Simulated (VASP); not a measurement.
The system is MgO.

```xyz
2
Lattice="0.0000 2.1230 2.1230 2.1230 0.0000 2.1230 2.1230 2.1230 0.0000" Properties=species:S:1:pos:R:3 pbc="T T T"
Mg    0.0000    0.0000    0.0000
O     2.1230    2.1230    2.1230
```

This cell differs from its parent crystal: volume scaled by 1.03.

Base run:

* Program: VASP 6.6.1
* Functional: r2SCAN
* Potentials or basis: VASP PAW PBE potentials, release 64 (Mg_sv, O)
* Cutoff: 660 eV
* k mesh: 10 × 10 × 10
* Occupations: gaussian, width 0.02 eV
* Spin: no spin polarisation

Its results: band gap on the k mesh 5.42 eV, direct; pressure -4.7 GPa.

**Question.** The run is repeated on the same cell with these changes: potentials or basis from VASP PAW PBE potentials, release 64 (Mg_sv, O) to VASP PAW PBE potentials, release 64 (Mg, O); cutoff from 660 eV to 520 eV; further incar settings from ALGO = Normal; EDIFF = 1e-06; NBANDS = 15 to ALGO = Normal; EDIFF = 1e-06; NBANDS = 11; valence electrons from 16 to 8. What comes out?

**Answer.** Band gap on the k mesh 5.36 eV, direct; pressure -5.8 GPa.

Caveats: the PAW data sets were made with another functional, which shifts forces and pressure a little.

